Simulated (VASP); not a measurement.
# BN (P6_3mc) in VASP: notebook, part 2 of 2

VASP 6.6.1.

### Step 3. Single point, PBE+U

File INCAR:

```
  ALGO = Normal
  EDIFF = 1E-6
  ENCUT = 600
  GGA = PE
  GGA_COMPAT = False
  ISIF = 2
  ISMEAR = 0
  LASPH = True
  LCHARG = False
  LDAU = True
  LDAUJ = 0 0
  LDAUL = -1 1
  LDAUPRINT = 1
  LDAUTYPE = 2
  LDAUU = 0 7
  LREAL = False
  LWAVE = False
  NBANDS = 16
  NELM = 200
  PREC = Accurate
  SIGMA = 0.1
```

File KPOINTS:

```
k-points
0
Gamma
  6 6 4
```

File POSCAR:

```
BN
1.0
    2.5539396017      0.0000000000      0.0000000000
   -1.2769698009      2.2117765748      0.0000000000
    0.0000000000      0.0000000000      4.2268550000
B N
2 2
Direct
    0.6666666667      0.3333333333      0.9997240000
    0.3333333333      0.6666666667      0.4997240000
    0.6666666667      0.3333333333      0.6252760000
    0.3333333333      0.6666666667      0.1252760000
```

Potentials or basis: VASP PAW PBE potentials, release 64 (B, N).

Started as:

```
$ cat potpaw_PBE.64/B/POTCAR potpaw_PBE.64/N/POTCAR > POTCAR
$ mpirun -np 1 vasp_std > vasp.out
```

OUTCAR:

```text
EDIFF = 1E-6
   ENCUT = 600
   GGA = PE
   ISIF = 2
   ISMEAR = 0
   LASPH = True
   LREAL = False
   NELM = 200
   PREC = Accurate

 ion  position               nearest neighbor table
   1  0.667  0.333  1.000-   4 1.57   4 1.57   4 1.57   3 1.58
   2  0.333  0.667  0.500-   3 1.57   3 1.57   3 1.57   4 1.58
   3  0.667  0.333  0.625-   2 1.57   2 1.57   2 1.57   1 1.58
   4  0.333  0.667  0.125-   1 1.57   1 1.57   1 1.57   2 1.58

  LATTYP: Found a hexagonal cell.
 ALAT       =     2.5539396017
 C/A-ratio  =     1.6550332659

  Lattice vectors:

 A1 = (   2.5539396017,   0.0000000000,   0.0000000000)
 A2 = (  -1.2769698009,   2.2117765748,   0.0000000000)
 A3 = (   0.0000000000,   0.0000000000,   4.2268550000)

Analysis of symmetry for initial positions (statically):
=====================================================================
 Subroutine PRICEL returns:
 Original cell was already a primitive cell.

 Routine SETGRP: Setting up the symmetry group for a
 hexagonal supercell.

 Subroutine GETGRP returns: Found 12 space group operations
 (whereof  6 operations were pure point group operations)
 out of a pool of 24 trial point group operations.

The static configuration has the point symmetry C_3v.
 The point group associated with its full space group is C_6v.

Analysis of symmetry for dynamics (positions and initial velocities):
=====================================================================
 Subroutine PRICEL returns:
 Original cell was already a primitive cell.

 Routine SETGRP: Setting up the symmetry group for a
 hexagonal supercell.

 Subroutine GETGRP returns: Found 12 space group operations
 (whereof  6 operations were pure point group operations)
 out of a pool of 24 trial point group operations.

The dynamic configuration has the point symmetry C_3v.
 The point group associated with its full space group is C_6v.

[... 120 lines left out ...]
  Fermi-wavevector in a.u.,A,eV,Ry     =   1.432600  2.707222 27.923836  2.052344
  Thomas-Fermi vector in A             =   2.552210
   LORBIT       =      0    0 simple, 1 ext, 2 COOP (PROOUT), +10 PAW based schemes
 LDA+U is selected, type is set to LDAUTYPE =  2
   angular momentum for each species LDAUL =    -1    1
   U (eV)           for each species LDAUU =   0.0  7.0
   J (eV)           for each species LDAUJ =   0.0  0.0
   GGA     = PE    functional components
   LHFCALC =     F    Hartree Fock is set to
   AEXX    =    0.0000 exact exchange contribution
   IVDW    =     0    specifies the selected vdW correction
   LEPSILON=     F    determine dielectric tensor
   LRPA    =     F    only Hartree local field effects (RPA)
 non-spin polarized calculation
 Gauss-broadening in eV      SIGMA  =   0.10
  energy-cutoff  :      600.00
  volume of cell :       23.88
 maximum number of plane-waves:       807
   NGX = 11   NGY = 11   NGZ = 17

 number of electron      16.0000003 magnetization

 Free energy of the ion-electron system (eV)
  ---------------------------------------------------
  ext. energy  EPLUGINS =         0.00000000
  ---------------------------------------------------
  free energy    TOTEN  =       -24.39855005 eV

  energy without entropy =      -24.39855005  energy(sigma->0) =      -24.39855005

 E-fermi :   8.0872     XC(G=0): -12.7704

 val. band max:        7.5496291309   @ k =   0.0000   0.0000   0.0000
 cond. band min:      12.6478458515   @ k =   0.3333   0.3333   0.0000
 fundamental gap:      5.0982167206
 Fermi energy:         8.0871755567

 k-point     1 :       0.0000    0.0000    0.0000
  band No.  band energies     occupation
      1     -12.8960      2.00000
      2      -8.8128      2.00000
      3      -3.3118      2.00000
      4       5.4342      2.00000
      5       5.4342      2.00000
      6       7.3109      2.00000
[... 376 lines left out ...]
      3      -1.2614      2.00000
      4      -1.2614      2.00000
      5      -0.1472      2.00000
      6      -0.1472      2.00000
[... 8 lines left out ...]
     15      24.0077      0.00000
     16      24.0077      0.00000

------------------------ aborting loop because EDIFF is reached ----------------------------------------

  FORCE on cell =-STRESS in cart. coord.  units (eV):
  Direction    XX          YY          ZZ          XY          YZ          ZX
  --------------------------------------------------------------------------------------
  -------------------------------------------------------------------------------------
  Total        0.5138422      0.5138422      0.4831812     -0.0000000      0.0000000      0.0000000
  in kB       34.4803072     34.4803072     32.4228658     -0.0000000      0.0000000      0.0000000
  external PRESSURE =      33.7944934 kB  Pullay stress =       0.0000000 kB

 VOLUME and BASIS-vectors are now :
 -----------------------------------------------------------------------------
  energy-cutoff  :      600.00
  volume of cell :       23.88
      direct lattice vectors                 reciprocal lattice vectors
     2.553939602  0.000000000  0.000000000     0.391551938  0.226062617  0.000000000
    -1.276969801  2.211776575  0.000000000     0.000000000  0.452125233  0.000000000
     0.000000000  0.000000000  4.226855000     0.000000000  0.000000000  0.236582518

 POSITION                                       TOTAL-FORCE (eV/Angst)
 -----------------------------------------------------------------------------------
      1.27697      0.73726      4.22569        -0.000000      0.000000      0.015537
     -0.00000      1.47452      2.11226         0.000000     -0.000000      0.015537
      1.27697      0.73726      2.64295         0.000000     -0.000000     -0.015537
     -0.00000      1.47452      0.52952        -0.000000      0.000000     -0.015537
 -----------------------------------------------------------------------------------
    total drift:                                0.000000      0.000000      0.000209

  FREE ENERGIE OF THE ION-ELECTRON SYSTEM (eV)
  ---------------------------------------------------
  free  energy   TOTEN  =       -24.3985500483 eV

  energy  without entropy=      -24.3985500483  energy(sigma->0) =      -24.39855005
```

OSZICAR:

```text
N       E                     dE             d eps       ncg     rms          rms(c)
DAV:   1     0.591660006156E+02    0.59166E+02   -0.89435E+03   672   0.109E+03
DAV:   2    -0.222013624821E+02   -0.81367E+02   -0.74953E+02   944   0.254E+02
DAV:   3    -0.248827314253E+02   -0.26814E+01   -0.26698E+01   824   0.446E+01
DAV:   4    -0.248901389607E+02   -0.74075E-02   -0.74071E-02   776   0.263E+00
DAV:   5    -0.248901612730E+02   -0.22312E-04   -0.22312E-04   808   0.136E-01    0.804E+00
DAV:   6    -0.243163150897E+02    0.57385E+00   -0.10651E+00   864   0.135E+01    0.431E+00
DAV:   7    -0.243565526880E+02   -0.40238E-01   -0.31279E-01   848   0.709E+00    0.214E+00
DAV:   8    -0.243972727329E+02   -0.40720E-01   -0.71781E-02   800   0.391E+00    0.324E-01
DAV:   9    -0.243979439724E+02   -0.67124E-03   -0.29757E-03   744   0.660E-01    0.204E-01
DAV:  10    -0.243985357677E+02   -0.59180E-03   -0.61592E-04   856   0.330E-01    0.336E-02
DAV:  11    -0.243985515809E+02   -0.15813E-04   -0.46620E-05   848   0.614E-02    0.125E-02
DAV:  12    -0.243985499671E+02    0.16138E-05   -0.53134E-06   768   0.293E-02    0.235E-03
DAV:  13    -0.243985500483E+02   -0.81212E-07   -0.50843E-07   336   0.637E-03
   1 F= -.24398550E+02 E0= -.24398550E+02  d E =-.221245E-15
```

Run time: 7.5 s. Hardware: 1 thread of Intel Xeon Platinum 8259CL at 2.50GHz (Skylake/Cascade Lake), shared host; peak memory 0.13 GiB.

What came out:

```
Free energy            : -24.3986 eV
Pressure               : 3.4 GPa
Largest force          : 0.016 eV/Å
Band gap on the k mesh : 5.10 eV (least direct gap 8.15 eV)
```

Forces on the atoms (eV/Å):
```
B    0.000  0.000  0.016
B    0.000  0.000  0.016
N    0.000  0.000 -0.016
N    0.000  0.000 -0.016
```

Levels at points of the mesh, in eV from the valence-band top:
```
           k point  band 6  band 7  band 8  band 9  band 10  band 11
(0.00, 0.00, 0.00)   -0.24    0.00    0.00    8.24     8.24     8.43
(0.50, 0.00, 0.00)   -4.96   -4.38   -2.11    6.56     7.87    10.46
(0.00, 0.00, 0.50)   -1.17   -1.17   -1.17    9.29     9.29     9.79
(0.50, 0.00, 0.50)   -3.75   -3.55   -3.55    6.43     6.43     9.87
```

Caveat: the k points lie up to 0.47 Å⁻¹ apart. A k mesh can miss the band edges.

### Step 4. Single point, PBE+U

File INCAR:

```
PREC = Accurate ; ENCUT = 600
EDIFF = 1E-6 ; ISMEAR = 0
SIGMA = 0.1 ; LREAL = False
LASPH = True ; NELM = 200
ALGO = Normal ; ISIF = 2
LWAVE = False ; LCHARG = False
LDAU = True ; LDAUTYPE = 2
LDAUL = -1 1 ; LDAUU = 0 4.9
LDAUJ = 0 0 ; LDAUPRINT = 1
GGA = PE ; NBANDS = 16
GGA_COMPAT = False
```

File KPOINTS:

```
Automatic mesh
0
Gamma
  6 6 4
```

POSCAR is that of step 3.

Started as:

```
$ cat potpaw_PBE.64/B/POTCAR potpaw_PBE.64/N/POTCAR > POTCAR
$ mpirun -np 1 vasp_std > vasp.out
```

Wall time 7 s (1 thread of Intel Xeon Platinum 8259CL at 2.50GHz (Skylake/Cascade Lake), shared host); peak memory 0.13 GiB.

It converged, with:

| Item | Value |
| --- | --- |
| Free energy | -27.5273 eV |
| Pressure | 2.2 GPa |
| Largest force | 0.016 eV/Å |
| Band gap on the k mesh | 5.13 eV (least direct gap 8.19 eV) |

Forces on the atoms (eV/Å):
```
B    0.000  0.000  0.016
B    0.000  0.000  0.016
N    0.000  0.000 -0.016
N    0.000  0.000 -0.016
```

Stress tensor (GPa, compression positive):
```
2.39 0.00 0.00
0.00 2.39 0.00
0.00 0.00 1.96
```

Levels at points of the mesh, in eV from the valence-band top:
| k point | band 4 | band 5 | band 6 | band 7 | band 8 | band 9 | band 10 | band 11 | band 12 | band 13 |
| --- | --- | --- | --- | --- | --- | --- | --- | --- | --- | --- |
| (0.00, 0.00, 0.00) | -2.11 | -2.11 | -0.25 | 0.00 | 0.00 | 8.27 | 8.27 | 8.46 | 9.33 | 10.52 |
| (0.50, 0.00, 0.00) | -7.78 | -6.87 | -4.95 | -4.38 | -2.10 | 6.60 | 7.89 | 10.49 | 11.31 | 12.72 |
| (0.00, 0.00, 0.50) | -5.70 | -1.17 | -1.17 | -1.17 | -1.17 | 9.33 | 9.33 | 9.82 | 9.82 | 9.82 |
| (0.50, 0.00, 0.50) | -9.97 | -3.75 | -3.75 | -3.55 | -3.55 | 6.47 | 6.47 | 9.91 | 9.91 | 14.13 |

Caveat: the k points lie up to 0.47 Å⁻¹ apart. A k mesh can miss the band edges.

### Step 5. Overview

```csv
U,gap on the mesh (eV),pressure (GPa),largest force (eV/Å)
N p U = 1.7 eV,5.17,0.7,0.02
N p U = 7.0 eV,5.10,3.4,0.02
N p U = 4.9 eV,5.13,2.2,0.02
```

Alike in all rows: task single point; level PBE+U; potentials or basis VASP PAW PBE potentials, release 64 (B, N); no spin polarisation; cell as given; k mesh 6 × 6 × 4; cutoff (eV) 600; smearing gaussian 0.1 eV.

Caveats: all runs use coarse meshes.

Total energies depend on the potentials used, so only differences within one code and one set of settings carry meaning.
